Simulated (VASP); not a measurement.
# SnO (zincblende type) (F-43m) in VASP: further runs, part 2 of 2

VASP 6.6.1. Earlier steps stand in the parts before.

## (3) Electric field gradients, PBE (volume scaled by 1.04)

INCAR reads:

```
ALGO = Normal
EDIFF = 1E-8
ENCUT = 520
GGA = PE
ISIF = 2
ISMEAR = -1
LASPH = T
LCHARG = F
LEFG = T
LREAL = F
LWAVE = F
NBANDS = 17
NELM = 60
PREC = Accurate
SIGMA = 0.08
```

KPOINTS reads:

```
k-points
0
Gamma
  12 12 12
```

POSCAR reads:

```
SnO
1.0
    0.0000000000      2.7736192770      2.7736192770
    2.7736192770      0.0000000000      2.7736192770
    2.7736192770      2.7736192770      0.0000000000
Sn O
1 1
Direct
    0.0000000000      0.0000000000      0.0000000000
    0.2500000000      0.2500000000      0.2500000000
```

Potentials or basis: VASP PAW PBE potentials, release 64 (Sn_d, O).

The run is started by

```
$ cat potpaw_PBE.64/Sn_d/POTCAR potpaw_PBE.64/O/POTCAR > POTCAR
$ mpirun -np 1 vasp_std > vasp.out
```

OUTCAR:

```text
EDIFF = 1E-8
   ENCUT = 520
   GGA = PE
   ISIF = 2
   ISMEAR = -1
   LASPH = T
   LREAL = F
   NELM = 60
   PREC = Accurate

 ion  position               nearest neighbor table
   1  0.000  0.000  0.000-   2 2.40   2 2.40   2 2.40   2 2.40
   2  0.250  0.250  0.250-   1 2.40   1 2.40   1 2.40   1 2.40

  LATTYP: Found a face centered cubic cell.
 ALAT       =     5.5472385540

  Lattice vectors:

 A1 = (   0.0000000000,   2.7736192770,   2.7736192770)
 A2 = (   2.7736192770,   0.0000000000,   2.7736192770)
 A3 = (   2.7736192770,   2.7736192770,   0.0000000000)

Analysis of symmetry for initial positions (statically):
[... 5 lines left out ...]
 face centered cubic supercell.

 Subroutine GETGRP returns: Found 24 space group operations
 (whereof 24 operations were pure point group operations)
 out of a pool of 48 trial point group operations.

The static configuration has the point symmetry T_d .

Analysis of symmetry for dynamics (positions and initial velocities):
[... 5 lines left out ...]
 face centered cubic supercell.

 Subroutine GETGRP returns: Found 24 space group operations
 (whereof 24 operations were pure point group operations)
 out of a pool of 48 trial point group operations.

The dynamic configuration has the point symmetry T_d .

 Subroutine INISYM returns: Found 24 space group operations
 (whereof 24 operations are pure point group operations),
 and found     1 'primitive' translations

----------------------------------------------------------------------------------------

                                     Primitive cell

  volume of cell :      42.6747
[... 136 lines left out ...]

 E-fermi :   5.2446     XC(G=0):  -9.2989

 val. band max:        5.2329217033   @ k =  -0.2500   0.5000   0.2500
 cond. band min:       5.2940731829   @ k =   0.5000   0.4167   0.0000
 fundamental gap:      0.0611514796
 Fermi energy:         5.2445604764

 k-point     1 :       0.0000    0.0000    0.0000
  band No.  band energies     occupation
      1     -16.3663      2.00000
      2     -16.3663      2.00000
      3     -16.3663      2.00000
      4     -16.3360      2.00000
      5     -16.3360      2.00000
      6     -13.0914      2.00000
[... 457 lines left out ...]
      4     -16.3250      2.00000
      5     -16.3216      2.00000
      6     -12.5628      2.00000
[... 9 lines left out ...]
     16      16.2283      0.00000
     17      18.5967      0.00000

 [... further k-points ...]
[... 5 lines left out ...]
  --------------------------------------------------------------------------------------
  -------------------------------------------------------------------------------------
  Total       -0.5701987     -0.5701987     -0.5701987      0.0000000      0.0000000     -0.0000000
  in kB      -21.4075143    -21.4075143    -21.4075143      0.0000000      0.0000000     -0.0000000
  external PRESSURE =     -21.4075143 kB  Pullay stress =       0.0000000 kB

 VOLUME and BASIS-vectors are now :
 -----------------------------------------------------------------------------
  energy-cutoff  :      520.00
  volume of cell :       42.67
      direct lattice vectors                 reciprocal lattice vectors
     0.000000000  2.773619277  2.773619277    -0.180269875  0.180269875  0.180269875
     2.773619277  0.000000000  2.773619277     0.180269875 -0.180269875  0.180269875
     2.773619277  2.773619277  0.000000000     0.180269875  0.180269875 -0.180269875

 POSITION                                       TOTAL-FORCE (eV/Angst)
 -----------------------------------------------------------------------------------
      0.00000      0.00000      0.00000        -0.000000     -0.000000     -0.000000
      1.38681      1.38681      1.38681         0.000000      0.000000      0.000000
 -----------------------------------------------------------------------------------
    total drift:                               -0.000000     -0.000000     -0.000000

  FREE ENERGIE OF THE ION-ELECTRON SYSTEM (eV)
  ---------------------------------------------------
  free  energy   TOTEN  =       -10.4521546719 eV

  energy  without entropy=      -10.4439888581  energy(sigma->0) =      -10.44807177

 Electric field gradients (V/A^2)
---------------------------------------------------------------------
 ion       V_xx      V_yy      V_zz      V_xy      V_xz      V_yz
---------------------------------------------------------------------
   1      -0.000     0.000    -0.000     0.002     0.002     0.002
   2      -0.000    -0.000    -0.000    -0.000    -0.000    -0.000
---------------------------------------------------------------------

 Electric field gradients after diagonalization (V/A^2)
 (convention: |V_zz| > |V_xx| > |V_yy|)
----------------------------------------------------------------------
 ion       V_xx      V_yy      V_zz     asymmetry (V_yy - V_xx)/ V_zz
----------------------------------------------------------------------
   1      -0.002    -0.002     0.004       0.000
   2       0.000     0.000    -0.000       0.000
----------------------------------------------------------------------

           NMR quadrupolar parameters

 Cq : quadrupolar parameter    Cq=e*Q*V_zz/h
 eta: asymmetry parameters     (V_yy - V_xx)/ V_zz
 Q  : nuclear electric quadrupole moment in mb (millibarn)
----------------------------------------------------------------------
 ion       Cq(MHz)       eta       Q (mb)
----------------------------------------------------------------------
   1       0.000       0.000       1.000
   2      -0.000       0.000       1.000
----------------------------------------------------------------------
```

OSZICAR:

```text
N       E                     dE             d eps       ncg     rms          rms(c)
DAV:   1     0.151543963408E+03    0.15154E+03   -0.10222E+04  2498   0.159E+03
DAV:   2     0.367517808310E+01   -0.14787E+03   -0.14116E+03  2593   0.382E+02
DAV:   3    -0.123492773785E+02   -0.16024E+02   -0.15923E+02  2892   0.112E+02
DAV:   4    -0.127205160579E+02   -0.37124E+00   -0.37103E+00  2946   0.184E+01
DAV:   5    -0.127307883124E+02   -0.10272E-01   -0.10272E-01  3292   0.297E+00    0.877E+00
DAV:   6    -0.108076507006E+02    0.19231E+01   -0.14862E+01  3622   0.448E+01    0.568E+00
DAV:   7    -0.104852088388E+02    0.32244E+00   -0.31076E+00  2794   0.895E+00    0.143E+00
DAV:   8    -0.104552726265E+02    0.29936E-01   -0.15834E-01  2561   0.293E+00    0.561E-01
DAV:   9    -0.104519191854E+02    0.33534E-02   -0.19148E-02  3253   0.113E+00    0.168E-01
DAV:  10    -0.104527058653E+02   -0.78668E-03   -0.95839E-03  3704   0.675E-01    0.173E-01
DAV:  11    -0.104521762365E+02    0.52963E-03   -0.47234E-03  3575   0.382E-01    0.427E-02
DAV:  12    -0.104521540675E+02    0.22169E-04   -0.34227E-04  2755   0.111E-01    0.105E-02
DAV:  13    -0.104521552124E+02   -0.11448E-05   -0.13047E-05  2727   0.250E-02    0.460E-03
DAV:  14    -0.104521545895E+02    0.62285E-06   -0.32151E-06  2720   0.101E-02    0.964E-04
DAV:  15    -0.104521546598E+02   -0.70299E-07   -0.31961E-07  2997   0.451E-03    0.449E-04
DAV:  16    -0.104521546812E+02   -0.21335E-07   -0.12160E-08  2435   0.980E-04    0.281E-04
DAV:  17    -0.104521546702E+02    0.10992E-07   -0.23813E-09  1341   0.369E-04    0.937E-05
DAV:  18    -0.104521546719E+02   -0.17280E-08   -0.86956E-10  1300   0.254E-04
   1 F= -.10452155E+02 E0= -.10448072E+02  d E =-.816581E-02
```

It used 52 s of CPU time on 1 thread of Intel Xeon 6975P-C, on a shared host.

What came out:

* Free energy: -10.4522 eV
* Pressure: -2.1 GPa
* Band gap on the k mesh: zero (band 10 reaches 5.23 eV, above the bottom of band 11 at 5.04 eV)

Caveat: the cell differs from its parent crystal (volume scaled by 1.04); without QUAD_EFG the Cq values of the log hold for a quadrupole moment of 1 mb, not for the nuclei; spin-orbit coupling is left out, which moves the levels of the heavy elements.

## (4) Electric field gradients, PBEsol

This run uses another cell than the first one, of 20.52 Å³/atom, 0.980 times its volume.

INCAR reads:

```
SYSTEM = SnO
PREC     = Accurate       ! precision mode
ENCUT    = 520            ! plane-wave cutoff, eV
EDIFF    = 1E-8           ! SCF threshold, eV
ISMEAR   = -1             ! smearing method
SIGMA    = 0.08           ! smearing width, eV
LREAL    = .FALSE.        ! projectors in reciprocal space
LASPH    = .TRUE.         ! aspherical terms in the spheres
NELM     = 80             ! most SCF steps
ALGO     = Normal         ! electronic algorithm
ISIF     = 2              ! what is computed and relaxed
LWAVE    = .FALSE.        ! write WAVECAR
LCHARG   = .FALSE.        ! write CHGCAR
GGA      = PS             ! functional
LEFG     = .TRUE.       
NBANDS   = 17             ! bands
```

KPOINTS reads:

```
regular mesh
0
G
  12 12 12
  0 0 0
```

POSCAR reads:

```
SnO
1.0
    0.0000000000      2.7375941725      2.7375941725
    2.7375941725      0.0000000000      2.7375941725
    2.7375941725      2.7375941725      0.0000000000
Sn O
1 1
Direct
    0.0000000000      0.0000000000      0.0000000000
    0.2500000000      0.2500000000      0.2500000000
```

Potentials or basis: VASP PAW PBE potentials, release 64 (Sn_d, O).

The run is started by

```
$ cat potpaw_PBE.64/Sn_d/POTCAR potpaw_PBE.64/O/POTCAR > POTCAR
$ mpirun -np 1 vasp_std > vasp.out
```

OUTCAR:

```text
SYSTEM = SnO
   PREC = Accurate
   ENCUT = 520
   EDIFF = 1E-8
   ISMEAR = -1
   LREAL = .FALSE.
   LASPH = .TRUE.
   NELM = 80
   ISIF = 2
   GGA = PS

 ion  position               nearest neighbor table
   1  0.000  0.000  0.000-   2 2.37   2 2.37   2 2.37   2 2.37
   2  0.250  0.250  0.250-   1 2.37   1 2.37   1 2.37   1 2.37

  LATTYP: Found a face centered cubic cell.
 ALAT       =     5.4751883450

  Lattice vectors:

 A1 = (   0.0000000000,   2.7375941725,   2.7375941725)
 A2 = (   2.7375941725,   0.0000000000,   2.7375941725)
[... 692 lines left out ...]
  ---------------------------------------------------
  free  energy   TOTEN  =       -11.0972870614 eV

  energy  without entropy=      -11.0883013919  energy(sigma->0) =      -11.09279423

 Electric field gradients (V/A^2)
---------------------------------------------------------------------
 ion       V_xx      V_yy      V_zz      V_xy      V_xz      V_yz
---------------------------------------------------------------------
   1      -0.000     0.000    -0.000     0.002     0.002     0.002
   2      -0.000    -0.000     0.000    -0.001    -0.001    -0.001
---------------------------------------------------------------------

 Electric field gradients after diagonalization (V/A^2)
 (convention: |V_zz| > |V_xx| > |V_yy|)
----------------------------------------------------------------------
 ion       V_xx      V_yy      V_zz     asymmetry (V_yy - V_xx)/ V_zz
----------------------------------------------------------------------
   1      -0.002    -0.002     0.003       0.000
   2       0.001     0.001    -0.002       0.000
----------------------------------------------------------------------

           NMR quadrupolar parameters

 Cq : quadrupolar parameter    Cq=e*Q*V_zz/h
 eta: asymmetry parameters     (V_yy - V_xx)/ V_zz
 Q  : nuclear electric quadrupole moment in mb (millibarn)
----------------------------------------------------------------------
 ion       Cq(MHz)       eta       Q (mb)
----------------------------------------------------------------------
   1       0.000       0.000       1.000
   2      -0.000       0.000       1.000
----------------------------------------------------------------------
```

OSZICAR:

```text
N       E                     dE             d eps       ncg     rms          rms(c)
DAV:   1     0.150520923634E+03    0.15052E+03   -0.10269E+04  2512   0.163E+03
DAV:   2     0.241724277989E+01   -0.14810E+03   -0.14099E+03  2720   0.384E+02
DAV:   3    -0.126627296403E+02   -0.15080E+02   -0.14954E+02  2864   0.109E+02
DAV:   4    -0.130221916827E+02   -0.35946E+00   -0.35919E+00  2999   0.180E+01
DAV:   5    -0.130318515808E+02   -0.96599E-02   -0.96593E-02  3253   0.287E+00    0.804E+00
DAV:   6    -0.114194897013E+02    0.16124E+01   -0.12810E+01  3646   0.419E+01    0.531E+00
DAV:   7    -0.111306068872E+02    0.28888E+00   -0.25071E+00  2903   0.841E+00    0.139E+00
DAV:   8    -0.110969774902E+02    0.33629E-01   -0.16961E-01  2565   0.317E+00    0.279E-01
DAV:   9    -0.110971677500E+02   -0.19026E-03   -0.73474E-03  3327   0.680E-01    0.129E-01
DAV:  10    -0.110974226253E+02   -0.25488E-03   -0.18042E-03  3229   0.469E-01    0.656E-02
DAV:  11    -0.110972864507E+02    0.13617E-03   -0.71862E-04  3814   0.222E-01    0.104E-02
DAV:  12    -0.110972877419E+02   -0.12912E-05   -0.48696E-05  2763   0.534E-02    0.695E-03
DAV:  13    -0.110972872495E+02    0.49237E-06   -0.10790E-05  3394   0.202E-02    0.371E-03
DAV:  14    -0.110972870899E+02    0.15959E-06   -0.96305E-07  3079   0.886E-03    0.857E-04
DAV:  15    -0.110972870505E+02    0.39418E-07   -0.10423E-07  2913   0.244E-03    0.167E-04
DAV:  16    -0.110972870608E+02   -0.10321E-07   -0.22716E-09  1485   0.413E-04    0.107E-04
DAV:  17    -0.110972870614E+02   -0.51659E-09   -0.99990E-10  1358   0.207E-04
   1 F= -.11097287E+02 E0= -.11092794E+02  d E =-.898567E-02
```

stdout:

```text
POSCAR found type information on POSCAR SnO
 POSCAR found :  2 types and       2 ions
 scaLAPACK will be used
 -----------------------------------------------------------------------------
|                                                                             |
|                                                                             |
|     You enforced a specific xc type in the INCAR file but a different       |
|     I HOPE YOU KNOW WHAT YOU ARE DOING!                                     |
|                                                                             |
 -----------------------------------------------------------------------------

 LDA part: xc-table for (Slater+PW92), standard interpolation
 POSCAR, INCAR and KPOINTS ok, starting setup
 FFT: planning ... GRIDC
 FFT: planning ... GRID_SOFT
 FFT: planning ... GRID
 WAVECAR not read
 entering main loop
ion   1

ion   2
```

It took 38 s on 1 thread of AMD EPYC 9R45 (Zen 5), shared host; peak memory 0.17 GiB.

What came out:

```yaml
Free_energy: -11.0973 eV
Pressure: -3.3 GPa
Band_gap_on_the_k_mesh: zero (band 10 reaches 5.56 eV, above the bottom of band 11 at 5.36 eV)
```

Caveat: without QUAD_EFG the Cq values of the log hold for a quadrupole moment of 1 mb, not for the nuclei; the PAW data sets were made with another functional, which shifts forces and pressure a little; spin-orbit coupling is left out, which moves the levels of the heavy elements.

## (5) Overview

| level | cell | gap on the mesh (eV) | pressure (GPa) |
| --- | --- | --- | --- |
| PBE | a = 3.897 Å, angles 60.0°, 2 atoms | none | -1.1 |
| PBE | a = 3.922 Å, angles 60.0°, 2 atoms | none | -2.1 |
| PBEsol | a = 3.872 Å, angles 60.0°, 2 atoms | none | -3.3 |

Alike in all rows: task electric field gradients; potentials or basis VASP PAW PBE potentials, release 64 (Sn_d, O); no spin polarisation; k mesh 12 × 12 × 12; cutoff (eV) 520; smearing fermi-dirac 0.08 eV.

Caveats: spin-orbit coupling is left out, which moves the levels of the heavy elements; the PAW data sets were made with another functional, which shifts forces and pressure a little (some runs).

Absolute energies hang on the potentials; compare differences alone.
